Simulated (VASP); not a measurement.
# CuI (F-43m) in VASP: single point with r2SCANh

Aim: the single point of CuI with r2SCANh.

Program: VASP 6.6.1. These are calculated values, not measurements. Logs are shortened: lines on timing, memory, paths and dates and some standing lists are left out, and cuts for length are marked.

### 1 The cell of the first run

It takes space group F-43m (No. 216, cubic). Conventional cell: a = 6.024 Å, b = 6.024 Å, c = 6.024 Å, α = 90.00°, β = 90.00°, γ = 90.00°. Within 3.4 Å of Cu (site symmetry -43m) lie 4 I at 2.61 Å. Within 3.4 Å of I (site symmetry -43m) lie 4 Cu at 2.61 Å.

### 2 Single point, r2SCANh

File POSCAR:

```
CuI
1.0
    0.0000000000      3.0120289470      3.0120289470
    3.0120289470      0.0000000000      3.0120289470
    3.0120289470      3.0120289470      0.0000000000
Cu I
1 1
Direct
    0.0000000000      0.0000000000      0.0000000000
    0.2500000000      0.2500000000      0.2500000000
```

File INCAR.step1:

```
  PREC = Accurate
  ENCUT = 520
  EDIFF = 1E-5
  ISMEAR = 0
  SIGMA = 0.01
  LREAL = False
  LASPH = True
  NELM = 60
  ALGO = Normal
  ISIF = 2
  LWAVE = True
  NBANDS = 16
  GGA = PE
```

File INCAR.step2:

```
  PREC = Accurate
  ENCUT = 520
  EDIFF = 1E-7
  ISMEAR = 0
  SIGMA = 0.01
  LREAL = False
  LASPH = True
  NELM = 60
  ALGO = Normal
  ISIF = 2
  LWAVE = False
  LCHARG = True
  METAGGA = R2SCAN
  LHFCALC = True
  AEXX = 0.1
  LMIXTAU = True
  PRECFOCK = Normal
  LELF = True
  LVHAR = True
  NBANDS = 16
  ISTART = 1
```

File KPOINTS:

```
Automatic mesh
0
Gamma
  6 6 6
```

Potentials or basis: VASP PAW PBE potentials, release 64 (Cu, I).

The run is started by

```console
$ cat potpaw_PBE.64/Cu/POTCAR potpaw_PBE.64/I/POTCAR > POTCAR
$ cp INCAR.step1 INCAR
$ mpirun -np 1 vasp_std > vasp.out
$ cp INCAR.step2 INCAR
$ mpirun -np 1 vasp_std > vasp.out
```

OUTCAR:

```text
PREC = Accurate
   ENCUT = 520
   EDIFF = 1E-7
   ISMEAR = 0
   LREAL = False
   LASPH = True
   NELM = 60
   ISIF = 2
   METAGGA = R2SCAN
   LHFCALC = True
   AEXX = 0.1
   PRECFOCK = Normal
   ISTART = 1

 ion  position               nearest neighbor table
   1  0.000  0.000  0.000-   2 2.61   2 2.61   2 2.61   2 2.61
   2  0.250  0.250  0.250-   1 2.61   1 2.61   1 2.61   1 2.61

  LATTYP: Found a face centered cubic cell.
 ALAT       =     6.0240578940

  Lattice vectors:

 A1 = (   0.0000000000,   3.0120289470,   3.0120289470)
 A2 = (   3.0120289470,   0.0000000000,   3.0120289470)
 A3 = (   3.0120289470,   3.0120289470,   0.0000000000)

Analysis of symmetry for initial positions (statically):
=====================================================================
 Subroutine PRICEL returns:
 Original cell was already a primitive cell.

 Routine SETGRP: Setting up the symmetry group for a
 face centered cubic supercell.

 Subroutine GETGRP returns: Found 24 space group operations
 (whereof 24 operations were pure point group operations)
 out of a pool of 48 trial point group operations.

The static configuration has the point symmetry T_d .

Analysis of symmetry for dynamics (positions and initial velocities):
=====================================================================
 Subroutine PRICEL returns:
 Original cell was already a primitive cell.

 Routine SETGRP: Setting up the symmetry group for a
 face centered cubic supercell.

 Subroutine GETGRP returns: Found 24 space group operations
 (whereof 24 operations were pure point group operations)
 out of a pool of 48 trial point group operations.

The dynamic configuration has the point symmetry T_d .

 Subroutine INISYM returns: Found 24 space group operations
 (whereof 24 operations are pure point group operations),
 and found     1 'primitive' translations

----------------------------------------------------------------------------------------

                                     Primitive cell

  volume of cell :      54.6522

  direct lattice vectors                    reciprocal lattice vectors
     0.000000000  3.012028947  3.012028947    -0.166001061  0.166001061  0.166001061
     3.012028947  0.000000000  3.012028947     0.166001061 -0.166001061  0.166001061
     3.012028947  3.012028947  0.000000000     0.166001061  0.166001061 -0.166001061

  length of vectors
     4.259652187  4.259652187  4.259652187     0.287522271  0.287522271  0.287522271

  position of ions in fractional coordinates (direct lattice)
     0.000000000  0.000000000  0.000000000
     0.250000000  0.250000000  0.250000000

  ion indices of the primitive-cell ions
   primitive index   ion index
                 1           1
                 2           2

----------------------------------------------------------------------------------------

 KPOINTS: Automatic mesh

Automatic generation of k-mesh.
 Grid dimensions read from file:
 generate k-points for:    6    6    6

 Generating k-lattice:

  Cartesian coordinates                     Fractional coordinates (reciprocal lattice)
    -0.027666843  0.027666843  0.027666843     0.166666667  0.000000000  0.000000000
     0.027666843 -0.027666843  0.027666843     0.000000000  0.166666667  0.000000000
     0.027666843  0.027666843 -0.027666843     0.000000000  0.000000000  0.166666667

  Length of vectors
     0.047920379  0.047920379  0.047920379

  Shift w.r.t. Gamma in fractional coordinates (k-lattice)
     0.000000000  0.000000000  0.000000000

 Subroutine IBZKPT returns following result:
 ===========================================

 Found     16 irreducible k-points:

 Following reciprocal coordinates:
            Coordinates               Weight
  0.000000  0.000000  0.000000      1.000000
  0.166667  0.000000  0.000000      8.000000
  0.333333  0.000000  0.000000      8.000000
  0.500000  0.000000  0.000000      4.000000
  0.166667  0.166667  0.000000      6.000000
  0.333333  0.166667  0.000000     24.000000
[... 8 lines left out ...]
 -0.333333  0.333333  0.166667     24.000000
 -0.333333  0.500000  0.166667     12.000000
   k-points           NKPTS =     16   k-points in BZ     NKDIM =    216   number of bands    NBANDS=     16
   number of dos      NEDOS =    301   number of ions     NIONS =      2
   total plane-waves  NPLWV =  32768
   dimension x,y,z NGX =    32 NGY =   32 NGZ =   32
   dimension x,y,z NGXF=    64 NGYF=   64 NGZF=   64
   ions per type =               1   1
   NGX,Y,Z   is equivalent  to a cutoff of  12.49, 12.49, 12.49 a.u.
   NGXF,Y,Z  is equivalent  to a cutoff of  24.98, 24.98, 24.98 a.u.
 SYSTEM =  unknown system
   PREC   = accura    normal or accurate (medium, high low for compatibility)
   ISTART =      1    job   : 0-new  1-cont  2-samecut
   ICHARG =      0    charge: 1-file 2-atom 10-const
   ISPIN  =      1    spin polarized calculation?
   LNONCOLLINEAR =      F non collinear calculations
   LSORBIT =      F    spin-orbit coupling
   LASPH  =      T    aspherical Exc in radial PAW
   ENCUT  =  520.0 eV  38.22 Ry    6.18 a.u.   7.92  7.92  7.92*2*pi/ulx,y,z
   NELM   =     60;   NELMIN=  2; NELMDL=  0     # of ELM steps
   EDIFF  = 0.1E-06   stopping-criterion for ELM
   LREAL  =      F    real-space projection
   EDIFFG = 0.1E-05   stopping-criterion for IOM
   NSW    =      0    number of steps for IOM
   IBRION =     -1    ionic relax: 0-MD 1-quasi-New 2-CG
   NFREE  =      0    steps in history (QN), initial steepest desc. (CG)
   ISIF   =      2    stress and relaxation
   ISYM   =      3    0-nonsym 1-usesym 2-fastsym
   POTIM  = 0.5000    time-step for ionic-motion
   TEBEG  =    0.0;   TEEND  =   0.0 temperature during run
   PSTRESS=    0.0 pullay stress
   NELECT =      18.0000    total number of electrons
   NUPDOWN=      -1.0000    fix difference up-down
   EMIN   =  10.00;   EMAX   =-10.00  energy-range for DOS
   EFERMI =   0.00;   METHOD = LEGACY
   ISMEAR =     0;   SIGMA  =   0.01  broadening in eV -4-tet -1-fermi 0-gaus
   EFERMI_NEDOS =   21; number of points for ismear=-14 and -15
   IALGO  =     38    algorithm
   IMIX   =      1    mixing-type and parameters
     AMIX     =   0.40;   BMIX     =  1.00
     AMIX_MAG =   1.60;   BMIX_MAG =  1.00
  volume/ion in A,a.u.               =      27.33       184.41
  Fermi-wavevector in a.u.,A,eV,Ry     =   1.130568  2.136463 17.390736  1.278183
  Thomas-Fermi vector in A             =   2.267264
   LORBIT       =      0    0 simple, 1 ext, 2 COOP (PROOUT), +10 PAW based schemes
   METAGGA = R2SCAN    functional components
   LHFCALC =     T    Hartree Fock is set to
   PRECFOCK=normal    Normal, Fast or Accurate (Low or Medium for compatibility)
   ENCUT4O =  -1.0   cutoff for four orbital integrals eV
   NKREDX  =     1    reduce k-point grid by
   NKREDY  =     1    reduce k-point grid by
   NKREDZ  =     1    reduce k-point grid by
   AEXX    =    0.1000 exact exchange contribution
   HFSCREEN=    0.0000 screening length (either q_TF or 0.3 A-1)
   HFSCREENC=   0.0000 screening length for correlation (either q_TF or 0.3 A-1)
   ENCUTFOCK=  -1.0 apply spherical cutoff to Coloumb kernel
   IVDW    =     0    specifies the selected vdW correction
   LEPSILON=     F    determine dielectric tensor
   LRPA    =     F    only Hartree local field effects (RPA)
 non-spin polarized calculation
 Gauss-broadening in eV      SIGMA  =   0.01
  energy-cutoff  :      520.00
  volume of cell :       54.65
 maximum number of plane-waves:      1488
  NGX = 24; NGY = 24; NGZ = 24

 number of electron      18.0000016 magnetization

 Free energy of the ion-electron system (eV)
  ---------------------------------------------------
  ext. energy  EPLUGINS =         0.00000000
  ---------------------------------------------------
  free energy    TOTEN  =       -33.44668019 eV

  energy without entropy =      -33.44668019  energy(sigma->0) =      -33.44668019

 E-fermi :   4.0705     XC(G=0):  -8.7026

 val. band max:        3.9551305397   @ k =   0.0000   0.0000   0.0000
 cond. band min:       6.4061711486   @ k =   0.0000   0.0000   0.0000
 fundamental gap:      2.4510406089
 Fermi energy:         4.0705076131

 k-point     1 :       0.0000    0.0000    0.0000
  band No.  band energies     occupation
      1     -10.9121      2.00000
      2      -0.0332      2.00000
      3      -0.0331      2.00000
      4      -0.0331      2.00000
      5       1.7766      2.00000
      6       1.7766      2.00000
[... 8 lines left out ...]
     15      14.8553      0.00000
     16      14.8553      0.00000

 k-point     2 :       0.1667    0.0000    0.0000
  band No.  band energies     occupation
      1     -10.7697      2.00000
      2      -0.4779      2.00000
      3      -0.0139      2.00000
      4      -0.0138      2.00000
      5       1.7672      2.00000
      6       1.7672      2.00000
[... 8 lines left out ...]
     15      13.9423      0.00000
     16      14.4646      0.00000

 k-point     3 :       0.3333    0.0000    0.0000
  band No.  band energies     occupation
      1     -10.4558      2.00000
      2      -1.4326      2.00000
      3       0.0178      2.00000
      4       0.0179      2.00000
      5       1.7773      2.00000
      6       1.7774      2.00000
[... 8 lines left out ...]
     15      14.5078      0.00000
     16      14.5078      0.00000

 k-point     4 :       0.5000    0.0000    0.0000
  band No.  band energies     occupation
      1     -10.2806      2.00000
      2      -1.9240      2.00000
      3       0.0294      2.00000
      4       0.0295      2.00000
      5       1.8035      2.00000
      6       1.8036      2.00000
[... 8 lines left out ...]
     15      16.3056      0.00000
     16      16.3057      0.00000
[... 172 lines left out ...]
 k-point    14 :       0.5000    0.3333    0.1667
  band No.  band energies     occupation
      1     -10.2386      2.00000
      2      -1.4361      2.00000
      3      -0.4352      2.00000
      4      -0.0044      2.00000
      5       1.7148      2.00000
      6       1.7931      2.00000
[... 8 lines left out ...]
     15      16.5032      0.00000
     16      17.6035      0.00000

 k-point    15 :      -0.3333    0.3333    0.1667
  band No.  band energies     occupation
      1     -10.1186      2.00000
      2      -1.4653      2.00000
      3      -0.7468      2.00000
      4      -0.0240      2.00000
      5       1.6703      2.00000
      6       1.7803      2.00000
[... 8 lines left out ...]
     15      16.6243      0.00000
     16      17.3192      0.00000

 k-point    16 :      -0.3333    0.5000    0.1667
  band No.  band energies     occupation
      1     -10.0624      2.00000
      2      -1.5829      2.00000
      3      -0.5835      2.00000
      4      -0.0835      2.00000
      5       1.7270      2.00000
      6       1.7491      2.00000
[... 8 lines left out ...]
     15      17.0092      0.00000
     16      17.6124      0.00000

------------------------ aborting loop because EDIFF is reached ----------------------------------------

  FORCE on cell =-STRESS in cart. coord.  units (eV):
  Direction    XX          YY          ZZ          XY          YZ          ZX
  --------------------------------------------------------------------------------------
  -------------------------------------------------------------------------------------
  Total        0.0633210      0.0633210      0.0633210     -0.0000000      0.0000000      0.0000000
  in kB        1.8563128      1.8563128      1.8563128     -0.0000000      0.0000000      0.0000000
  external PRESSURE =       1.8563128 kB  Pullay stress =       0.0000000 kB

 VOLUME and BASIS-vectors are now :
 -----------------------------------------------------------------------------
  energy-cutoff  :      520.00
  volume of cell :       54.65
      direct lattice vectors                 reciprocal lattice vectors
     0.000000000  3.012028947  3.012028947    -0.166001061  0.166001061  0.166001061
     3.012028947  0.000000000  3.012028947     0.166001061 -0.166001061  0.166001061
     3.012028947  3.012028947  0.000000000     0.166001061  0.166001061 -0.166001061

 POSITION                                       TOTAL-FORCE (eV/Angst)
 -----------------------------------------------------------------------------------
      0.00000      0.00000      0.00000        -0.000000      0.000000     -0.000000
      1.50601      1.50601      1.50601         0.000000     -0.000000      0.000000
 -----------------------------------------------------------------------------------
    total drift:                               -0.000021     -0.000025     -0.000010

  FREE ENERGIE OF THE ION-ELECTRON SYSTEM (eV)
  ---------------------------------------------------
  free  energy   TOTEN  =       -33.4466801886 eV

  energy  without entropy=      -33.4466801886  energy(sigma->0) =      -33.44668019
```

Wall time 47 min (1 thread of AMD EPYC 7R13 (Zen 3), shared host); peak memory 0.19 GiB.

Results:

- Free energy: -33.4467 eV
- Pressure: 0.2 GPa
- Band gap on the k mesh: 2.45 eV

Caveat: the PAW data sets were made with another functional, which shifts forces and pressure a little; spin-orbit coupling is left out, which moves the levels of the heavy elements.
